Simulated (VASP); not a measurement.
# Rb2Cd (P4/nmm) in VASP: relaxation of cell and atoms with PBE

Aim: the relaxation of cell and atoms of Rb2Cd with PBE.

Everything below comes from runs of VASP 6.6.1. Logs are shortened: lines on timing, memory, paths and dates and some standing lists are left out, and cuts for length are marked.

### Step 1. The cell of the first run

It takes space group P4/nmm (No. 129, tetragonal). The conventional cell has a = 5.947 Å, b = 5.947 Å, c = 10.254 Å, α = 90.00°, β = 90.00°, γ = 90.00°. Rb (site symmetry -4m2) has 4 Cd at 3.91 Å and 8 Rb at 4.21 to 4.83 Å within 5.1 Å. Within 5.1 Å of Rb (site symmetry 4mm) lie 5 Cd at 3.91 to 4.39 Å and 8 Rb at 4.83 to 4.97 Å. Cd (site symmetry 4mm) has 9 Rb at 3.91 to 4.39 Å within 5.1 Å.

### Step 2. Relaxation of cell and atoms, PBE

The input, INCAR:

```
ALGO     = Fast           # electronic algorithm
EDIFF    = 1E-6           # SCF threshold, eV
EDIFFG   = -0.01          # ionic threshold
ENCUT    = 600            # plane-wave cutoff, eV
GGA      = PE             # functional
IBRION   = 2              # ionic algorithm
ISIF     = 3              # what is computed and relaxed
ISMEAR   = 0              # smearing method
LASPH    = True           # aspherical terms in the spheres
LCHARG   = False          # write CHGCAR
LREAL    = False          # projectors in reciprocal space
LWAVE    = False          # write WAVECAR
NELM     = 100            # most SCF steps
NSW      = 100            # ionic steps
PREC     = Accurate       # precision mode
SIGMA    = 0.1            # smearing width, eV
```

The input, KPOINTS:

```
k-points
0
Gamma
  6 6 4
```

The input, POSCAR:

```
Rb2Cd
1.0
    5.9470929129      0.0000000000      0.0000000000
    0.0000000000      5.9470929129      0.0000000000
    0.0000000000      0.0000000000     10.2544021670
Rb Cd
4 2
Direct
    0.0000000000      0.0000000000      0.0000000000
    0.5000000000      0.5000000000      0.0000000000
    0.0000000000      0.5000000000      0.3709758001
    0.5000000000      0.0000000000      0.6290241999
    0.0000000000      0.5000000000      0.7523264190
    0.5000000000      0.0000000000      0.2476735810
```

Potentials or basis: VASP PAW PBE potentials, release 64 (Rb_sv, Cd).

On the command line:

```console
> cat potpaw_PBE.64/Rb_sv/POTCAR potpaw_PBE.64/Cd/POTCAR > POTCAR
> mpirun -np 1 vasp_std > vasp.out
```

OUTCAR:

```text
EDIFF = 1E-6
   EDIFFG = -0.01
   ENCUT = 600
   GGA = PE
   IBRION = 2
   ISIF = 3
   ISMEAR = 0
   LASPH = True
   LREAL = False
   NELM = 100
   NSW = 100
   PREC = Accurate

 ion  position               nearest neighbor table
   1  0.000  0.000  0.000-   5 3.91   6 3.91   5 3.91   6 3.91   2 4.21   2 4.21   2 4.21   2 4.21
                             3 4.83   4 4.83   3 4.83   4 4.83
   2  0.500  0.500  0.000-   5 3.91   6 3.91   6 3.91   5 3.91   1 4.21   1 4.21   1 4.21   1 4.21
                             3 4.83   3 4.83   4 4.83   4 4.83
   3  0.000  0.500  0.371-   5 3.91   6 4.39   6 4.39   6 4.39   6 4.39   1 4.83   2 4.83   2 4.83
                             1 4.83   4 4.97   4 4.97   4 4.97   4 4.97
   4  0.500  0.000  0.629-   6 3.91   5 4.39   5 4.39   5 4.39   5 4.39   1 4.83   1 4.83   2 4.83
                             2 4.83   3 4.97   3 4.97   3 4.97   3 4.97
   5  0.000  0.500  0.752-   3 3.91   2 3.91   1 3.91   1 3.91   2 3.91   4 4.39   4 4.39   4 4.39
                             4 4.39
   6  0.500  0.000  0.248-   4 3.91   2 3.91   1 3.91   2 3.91   1 3.91   3 4.39   3 4.39   3 4.39
                             3 4.39

  LATTYP: Found a simple tetragonal cell.
 ALAT       =     5.9470929129
 C/A-ratio  =     1.7242713906

  Lattice vectors:

 A1 = (   5.9470929129,   0.0000000000,   0.0000000000)
 A2 = (   0.0000000000,   5.9470929129,   0.0000000000)
 A3 = (   0.0000000000,   0.0000000000,  10.2544021670)

Analysis of symmetry for initial positions (statically):
=====================================================================
 Subroutine PRICEL returns:
 Original cell was already a primitive cell.

 Routine SETGRP: Setting up the symmetry group for a
 simple tetragonal supercell.

 Subroutine GETGRP returns: Found 16 space group operations
 (whereof  8 operations were pure point group operations)
 out of a pool of 16 trial point group operations.

The static configuration has the point symmetry D_2d.
 The point group associated with its full space group is D_4h.

Analysis of symmetry for dynamics (positions and initial velocities):
=====================================================================
 Subroutine PRICEL returns:
 Original cell was already a primitive cell.

 Routine SETGRP: Setting up the symmetry group for a
 simple tetragonal supercell.

 Subroutine GETGRP returns: Found 16 space group operations
 (whereof  8 operations were pure point group operations)
 out of a pool of 16 trial point group operations.

The dynamic configuration has the point symmetry D_2d.
 The point group associated with its full space group is D_4h.

 Subroutine INISYM returns: Found 16 space group operations
 (whereof  8 operations are pure point group operations),
 and found     1 'primitive' translations

----------------------------------------------------------------------------------------

                                     Primitive cell

  volume of cell :     362.6768

  direct lattice vectors                    reciprocal lattice vectors
     5.947092913  0.000000000  0.000000000     0.168149382  0.000000000  0.000000000
     0.000000000  5.947092913  0.000000000     0.000000000  0.168149382  0.000000000
     0.000000000  0.000000000 10.254402167     0.000000000  0.000000000  0.097519093

  length of vectors
     5.947092913  5.947092913 10.254402167     0.168149382  0.168149382  0.097519093

  position of ions in fractional coordinates (direct lattice)
     0.000000000  0.000000000  0.000000000
     0.500000000  0.500000000  0.000000000
     0.000000000  0.500000000  0.370975800
     0.500000000  0.000000000  0.629024200
     0.000000000  0.500000000  0.752326419
     0.500000000  0.000000000  0.247673581

  ion indices of the primitive-cell ions
   primitive index   ion index
                 1           1
                 2           2
                 3           3
                 4           4
                 5           5
                 6           6

----------------------------------------------------------------------------------------

 KPOINTS: k-points

Automatic generation of k-mesh.
 Grid dimensions read from file:
 generate k-points for:    6    6    4

 Generating k-lattice:

  Cartesian coordinates                     Fractional coordinates (reciprocal lattice)
     0.028024897  0.000000000  0.000000000     0.166666667  0.000000000  0.000000000
     0.000000000  0.028024897  0.000000000     0.000000000  0.166666667  0.000000000
     0.000000000  0.000000000  0.024379773     0.000000000  0.000000000  0.250000000

  Length of vectors
     0.028024897  0.028024897  0.024379773

  Shift w.r.t. Gamma in fractional coordinates (k-lattice)
     0.000000000  0.000000000  0.000000000

 Subroutine IBZKPT returns following result:
 ===========================================

 Found     30 irreducible k-points:

 Following reciprocal coordinates:
            Coordinates               Weight
  0.000000  0.000000  0.000000      1.000000
  0.166667  0.000000  0.000000      4.000000
  0.333333  0.000000  0.000000      4.000000
  0.500000  0.000000  0.000000      2.000000
  0.166667  0.166667  0.000000      4.000000
  0.333333  0.166667  0.000000      8.000000
[... 16 lines left out ...]
  0.333333  0.000000  0.500000      4.000000
  0.500000  0.000000  0.500000      2.000000
 [... further k-points ...]
   k-points           NKPTS =     30   k-points in BZ     NKDIM =     30   number of bands    NBANDS=     36
   number of dos      NEDOS =    301   number of ions     NIONS =      6
   total plane-waves  NPLWV = 193536
   dimension x,y,z NGX =    48 NGY =   48 NGZ =   84
   dimension x,y,z NGXF=    96 NGYF=   96 NGZF=  168
   ions per type =               4   2
   NGX,Y,Z   is equivalent  to a cutoff of  13.42, 13.42, 13.62 a.u.
   NGXF,Y,Z  is equivalent  to a cutoff of  26.84, 26.84, 27.24 a.u.
 SYSTEM =  unknown system
   PREC   = accura    normal or accurate (medium, high low for compatibility)
   ISTART =      0    job   : 0-new  1-cont  2-samecut
   ICHARG =      2    charge: 1-file 2-atom 10-const
   ISPIN  =      1    spin polarized calculation?
   LNONCOLLINEAR =      F non collinear calculations
   LSORBIT =      F    spin-orbit coupling
   LASPH  =      T    aspherical Exc in radial PAW
   ENCUT  =  600.0 eV  44.10 Ry    6.64 a.u.  11.88 11.88 20.48*2*pi/ulx,y,z
   NELM   =    100;   NELMIN=  2; NELMDL= -5     # of ELM steps
   EDIFF  = 0.1E-05   stopping-criterion for ELM
   LREAL  =      F    real-space projection
   EDIFFG = -.1E-01   stopping-criterion for IOM
   NSW    =    100    number of steps for IOM
   IBRION =      2    ionic relax: 0-MD 1-quasi-New 2-CG
   NFREE  =      1    steps in history (QN), initial steepest desc. (CG)
   ISIF   =      3    stress and relaxation
   ISYM   =      2    0-nonsym 1-usesym 2-fastsym
   POTIM  = 0.5000    time-step for ionic-motion
   TEBEG  =    0.0;   TEEND  =   0.0 temperature during run
   PSTRESS=    0.0 pullay stress
   NELECT =      60.0000    total number of electrons
   NUPDOWN=      -1.0000    fix difference up-down
   EMIN   =  10.00;   EMAX   =-10.00  energy-range for DOS
   EFERMI =   0.00;   METHOD = LEGACY
   ISMEAR =     0;   SIGMA  =   0.10  broadening in eV -4-tet -1-fermi 0-gaus
   EFERMI_NEDOS =   21; number of points for ismear=-14 and -15
   IALGO  =     68    algorithm
   IMIX   =      4    mixing-type and parameters
     AMIX     =   0.40;   BMIX     =  1.00
     AMIX_MAG =   1.60;   BMIX_MAG =  1.00
  volume/ion in A,a.u.               =      60.45       407.91
  Fermi-wavevector in a.u.,A,eV,Ry     =   0.898708  1.698312 10.989102  0.807676
  Thomas-Fermi vector in A             =   2.021451
   LORBIT       =      0    0 simple, 1 ext, 2 COOP (PROOUT), +10 PAW based schemes
   GGA     = PE    functional components
   LHFCALC =     F    Hartree Fock is set to
   AEXX    =    0.0000 exact exchange contribution
   IVDW    =     0    specifies the selected vdW correction
   LEPSILON=     F    determine dielectric tensor
   LRPA    =     F    only Hartree local field effects (RPA)
 conjugate gradient relaxation of ions
 non-spin polarized calculation
 RMM-DIIS sequential band-by-band and
 Gauss-broadening in eV      SIGMA  =   0.10
  energy-cutoff  :      600.00
  volume of cell :      362.68
 maximum number of plane-waves:     12144
 NGX is ok and might be reduce to    48
   NGX = 23   NGY = 23   NGZ = 41

--------------------------------------- Ionic step        1  -------------------------------------------

 number of electron      60.0000015 magnetization

 Free energy of the ion-electron system (eV)
  ---------------------------------------------------
  ext. energy  EPLUGINS =         0.00000000
  ---------------------------------------------------
  free energy    TOTEN  =        -5.15754101 eV

  energy without entropy =       -5.14543499  energy(sigma->0) =       -5.15148800

------------------------ aborting loop because EDIFF is reached ----------------------------------------

  FORCE on cell =-STRESS in cart. coord.  units (eV):
  Direction    XX          YY          ZZ          XY          YZ          ZX
  --------------------------------------------------------------------------------------
  -------------------------------------------------------------------------------------
  Total       -0.0521920     -0.0521920     -0.1016555      0.0000000      0.0000000      0.0000000
  in kB       -0.2305656     -0.2305656     -0.4490781      0.0000000      0.0000000      0.0000000
  external PRESSURE =      -0.3034031 kB  Pullay stress =       0.0000000 kB
[... 101 lines left out ...]
  FREE ENERGIE OF THE ION-ELECTRON SYSTEM (eV)
  ---------------------------------------------------
  free  energy   TOTEN  =        -5.1580214744 eV

  energy  without entropy=       -5.1459834096  energy(sigma->0) =       -5.15200244

[... ionic steps 4 to 7 ...]

--------------------------------------- Ionic step        8  -------------------------------------------

 number of electron      60.0000009 magnetization

------------------------ aborting loop because EDIFF is reached ----------------------------------------
[... 75 lines left out ...]
--------------------------------------- Ionic step       10  -------------------------------------------

 number of electron      60.0000007 magnetization

 Free energy of the ion-electron system (eV)
  ---------------------------------------------------
  ext. energy  EPLUGINS =         0.00000000
  ---------------------------------------------------
  free energy    TOTEN  =        -5.15845479 eV

  energy without entropy =       -5.14648506  energy(sigma->0) =       -5.15246992

 E-fermi :   0.3494     XC(G=0):  -6.5036

 val. band max:        0.3192750501   @ k =   0.3333   0.3333   0.2500
 cond. band min:       0.3743519624   @ k =   0.1667   0.0000   0.2500
 fundamental gap:      0.0550769123
 Fermi energy:         0.3493847612

 k-point     1 :       0.0000    0.0000    0.0000
  band No.  band energies     occupation
      1     -28.1520      2.00000
      2     -28.1483      2.00000
      3     -28.1353      2.00000
      4     -28.1052      2.00000
      5     -12.3791      2.00000
      6     -12.3791      2.00000
[... 925 lines left out ...]
     35       1.9371      0.00000
     36       1.9371      0.00000

 [... further k-points ...]
[... 5 lines left out ...]
  --------------------------------------------------------------------------------------
  -------------------------------------------------------------------------------------
  Total        0.0048480      0.0048480      0.0350348      0.0000000      0.0000000      0.0000000
  in kB        0.0215999      0.0215999      0.1560934      0.0000000      0.0000000      0.0000000
  external PRESSURE =       0.0664310 kB  Pullay stress =       0.0000000 kB
[... 21 lines left out ...]
  FREE ENERGIE OF THE ION-ELECTRON SYSTEM (eV)
  ---------------------------------------------------
  free  energy   TOTEN  =        -5.1584547850 eV

  energy  without entropy=       -5.1464850559  energy(sigma->0) =       -5.15246992

 reached required accuracy - stopping structural energy minimisation
```

It took 27 min on 1 thread of AMD EPYC 9R45 (Zen 5), shared host; peak memory 0.72 GiB.

Results:

* Free energy: -5.1585 eV
* Relaxed volume: 59.93 Å³/atom
* Relaxed cell: a = 5.935 Å, b = 5.935 Å, c = 10.209 Å, α = 90.00°, β = 90.00°, γ = 90.00°
* Space group after relaxing (to 0.1 Å): P4/nmm (No. 129)
* Energy gained by relaxing: 0.2 meV/atom
* Ionic steps: 10
* Pressure after relaxing: 0.0 GPa
* Largest force after relaxing: 0.008 eV/Å
* Band gap on the k mesh: zero (bands 30 and 31 overlap by 0.82 eV)

Forces on the atoms (eV/Å):
```
Rb   0.000  0.000  0.000
Rb   0.000  0.000  0.000
Rb   0.000  0.000 -0.006
Rb   0.000  0.000  0.006
Cd   0.000  0.000 -0.008
Cd   0.000  0.000  0.008
```

Step by step:
| step | energy change (eV) | largest force (eV/Å) | pressure (GPa) | volume (Å³) |
| --- | --- | --- | --- | --- |
| 1 | 0.0000 | 0.0266 | -0.03 | 362.68 |
| 2 | -0.0002 | 0.0258 | -0.03 | 362.08 |
| 3 | -0.0005 | 0.0233 | 0.00 | 360.28 |
| 4 | -0.0005 | 0.0223 | 0.01 | 359.48 |
| 5 | -0.0004 | 0.0207 | 0.03 | 357.89 |
| 6 | -0.0005 | 0.0219 | 0.03 | 359.09 |
| 7 | -0.0005 | 0.0230 | 0.02 | 359.34 |
| 8 | -0.0007 | 0.0157 | 0.01 | 359.42 |
| 9 | -0.0008 | 0.0151 | 0.01 | 359.48 |
| 10 | -0.0009 | 0.0082 | 0.01 | 359.61 |

Final structure:
```xyz
6
Lattice="5.9351 0.0000 0.0000 0.0000 5.9351 0.0000 0.0000 0.0000 10.2088" Properties=species:S:1:pos:R:3 pbc="T T T"
Rb    0.0000    0.0000   10.2088
Rb    2.9675    2.9675   10.2088
Rb    5.9351    2.9675    3.7847
Rb    2.9675    0.0000    6.4241
Cd    0.0000    2.9675    7.6630
Cd    2.9675    0.0000    2.5458
```

Levels at points of the mesh, in eV from the Fermi level:
```tsv
k point	band 28	band 29	band 30	band 31	band 32	band 33
(0.00, 0.00, 0.00)	-3.27	-0.88	0.57	1.13	1.13	1.29
(0.50, 0.00, 0.00)	-3.28	-0.56	-0.56	0.26	0.26	1.30
(0.50, 0.50, 0.00)	-3.10	-0.33	-0.33	0.60	0.60	0.74
(0.00, 0.00, 0.50)	-3.54	-0.49	-0.28	1.14	1.14	1.44
(0.50, 0.00, 0.50)	-3.26	-0.84	-0.84	0.85	0.85	1.30
(0.50, 0.50, 0.50)	-3.10	-0.24	-0.24	0.30	0.30	0.48
```

The gap in the log of VASP goes by the Fermi energy; the results here count the filled bands.